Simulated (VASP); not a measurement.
PbSe, 16 atoms in the cell. The typed cell holds 16 atoms: a = 9.682 Å, b = 9.682 Å, c = 9.682 Å, α = 60.00°, β = 60.00°, γ = 60.00°. 

| Item | Value |
| --- | --- |
| Program | VASP 6.6.1 |
| Task | single point |
| Functional | PBEsol |
| Potentials or basis | VASP PAW PBE potentials, release 64 (Pb_d, Se) |
| Cutoff | 520 eV |
| k mesh | 2 × 2 × 2 |
| Occupations | fermi-dirac, width 0.069 eV |
| Spin | no spin polarisation |
| Dipole correction | no |
| Further INCAR settings | LREAL = Auto; ALGO = Normal; EDIFF = 1e-06; NBANDS = 94 |

Potentials or basis: VASP PAW PBE potentials, release 64 (Pb_d, Se).

Command:

```sh
$ cat potpaw_PBE.64/Pb_d/POTCAR potpaw_PBE.64/Se/POTCAR > POTCAR
$ mpirun -np 1 vasp_std > vasp.out
```

Hardware: 1 thread of Intel(R) Xeon(R) Platinum 8259CL CPU @ 2.50GHz (Skylake/Cascade Lake), on a shared host.

Estimate the wall time of this run.

Wall time 15 min on 1 thread of Intel(R) Xeon(R) Platinum 8259CL CPU @ 2.50GHz (Skylake/Cascade Lake), on a shared host, peak memory 0.87 GiB. Counts: scf iterations 16, k points 8.
